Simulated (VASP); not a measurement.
Input of a VASP 6.6.1 run:

Contents of INCAR:

```
ALGO     = Normal         # electronic algorithm
EDIFF    = 1E-7           # SCF threshold, eV
EDIFFG   = -0.008         # ionic threshold
ENCUT    = 600            # plane-wave cutoff, eV
GGA      = PE             # functional
IBRION   = 2              # ionic algorithm
ISIF     = 3              # what is computed and relaxed
ISMEAR   = 0              # smearing method
LASPH    = T              # aspherical terms in the spheres
LCHARG   = F              # write CHGCAR
LREAL    = F              # projectors in reciprocal space
LWAVE    = F              # write WAVECAR
NELM     = 60             # most SCF steps
NSW      = 70             # ionic steps
PREC     = Accurate       # precision mode
PSTRESS  = 600.0        
SIGMA    = 0.02           # smearing width, eV
```

The input KPOINTS:

```
k-points
0
Gamma
  10 10 10
```

Contents of POSCAR:

```
GaP
1.0
    0.0000000000      2.4801320057      2.4801320057
    2.4801320057      0.0000000000      2.4801320057
    2.4801320057      2.4801320057      0.0000000000
Ga P
1 1
Direct
    0.0000000000      0.0000000000      0.0000000000
    0.2500000000      0.2500000000      0.2500000000
```

Potentials or basis: VASP PAW PBE potentials, release 64 (Ga_d, P).

The run is started by

```bash
$ cat potpaw_PBE.64/Ga_d/POTCAR potpaw_PBE.64/P/POTCAR > POTCAR
$ mpirun -np 1 vasp_std > vasp.out
```

Problem. Estimate the relaxed volume.

Solution. 14.56 Å³/atom.

Problem. Predict the space group after relaxing (to 0.05 Å).

Solution. F-43m (No. 216).

Problem. Predict the relaxed cell.

Solution. a = 3.453 Å, b = 3.453 Å, c = 3.453 Å, α = 60.00°, β = 60.00°, γ = 60.00°.

Problem. Predict the band gap on the k mesh.

Solution. 0.75 eV, indirect (least direct gap 3.57 eV).

The path:
```csv
step,energy change (eV),largest force (eV/Å),pressure (GPa),volume (Å³)
1,0.0000,0.0000,47.27,30.51
2,2.3356,0.0000,108.73,25.47
3,0.4393,0.0000,59.28,29.18
4,0.4633,0.0000,59.95,29.12
```

Caveat: the cell is relaxed towards a set pressure, so the enthalpy falls and the energy may rise. A hybrid or GW would open this gap; PBE tends to underestimate it.
